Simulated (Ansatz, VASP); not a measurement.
## Si5Ge2: VASP beside Ansatz

```
Si Ge
1.0
     3.37953    1.76950    4.43291
    -3.23632    1.83080    4.29817
     0.12470   -3.83237    4.46661
Si Ge
5 2
Direct
  0.13573 0.09542 0.09162
  0.90441 0.87559 0.91645
  0.74603 0.97931 0.26502
  0.20031 0.73538 0.01763
  0.99271 0.30442 0.68821
  0.70872 0.75991 0.69245
  0.31209 0.24997 0.32863
```

Change from the starting cell: cell x1, atoms moved at random (sigma 0.15 Å) and cell strained at random (1.5 %), then relaxed without symmetry.

Alike in both runs: task relaxation of cell and atoms; functional PBE; k mesh 3 × 3 × 3; occupations gaussian, width 0.1 eV; no spin polarisation.

|  | VASP | Ansatz |
| --- | --- | --- |
| version | VASP 6.6.1 | Ansatz 0.2.0 |
| potentials or method | VASP PAW PBE potentials, release 64 (Si, Ge_d), cutoff 600 eV | scalar-relativistic, plane waves, PAW |
| valence electrons in the cell | 48 | 48 |

VASP gave:

```
gap on the k mesh at the Fermi level, each at its own relaxed structure (eV) : 0.93
relaxed volume (Å³/atom)                                                     : 23.25
relaxed length of the cell vector where the two differ most in proportion (Å)              : 5.767
```

Problem. Estimate Ansatz's values.

Solution. gap on the k mesh at the Fermi level, each at its own relaxed structure (eV): 0.92; relaxed volume (Å³/atom): 23.27; relaxed length of the cell vector where the two differ most in proportion (Å): 5.776.
